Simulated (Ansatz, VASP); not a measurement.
## CuI in VASP and in Ansatz

```
Cu I
1.0
     0.00000    3.40292    2.40586
     3.40292    0.00000    2.40586
     3.40292    3.40292    0.00000
Cu I
1 1
Direct
  0.75000 0.75000 0.75000
  0.00000 0.00000 0.00000
```

Alike in both runs: task single point; functional r2SCAN; k mesh 8 × 8 × 8; occupations gaussian, width 0.05 eV; no spin polarisation.

```csv
,VASP,Ansatz
version,VASP 6.6.1,Ansatz 0.2.0
potentials or method,"VASP PAW PBE potentials, release 64 (Cu, I), cutoff 520 eV","scalar-relativistic, plane waves, PAW"
valence electrons in the cell,18,36
```

```tsv
	VASP	Ansatz	Ansatz less VASP
gap on the k mesh at the Fermi level (eV)	1.49	1.49	+0.001
least direct gap on the mesh (eV)	1.49	1.49	+0.001
pressure (GPa)	-2.1	-2.1	+0.04
traceless stress, the component that is largest in VASP (GPa)	2.53	2.53	-0.006
```

VASP's potentials were made for PBE, not for r2SCAN. VASP's potentials hold 18 valence electrons a cell and Ansatz's 36, so a difference there can come from the potentials and not from the codes.

Spin-orbit coupling is off throughout.
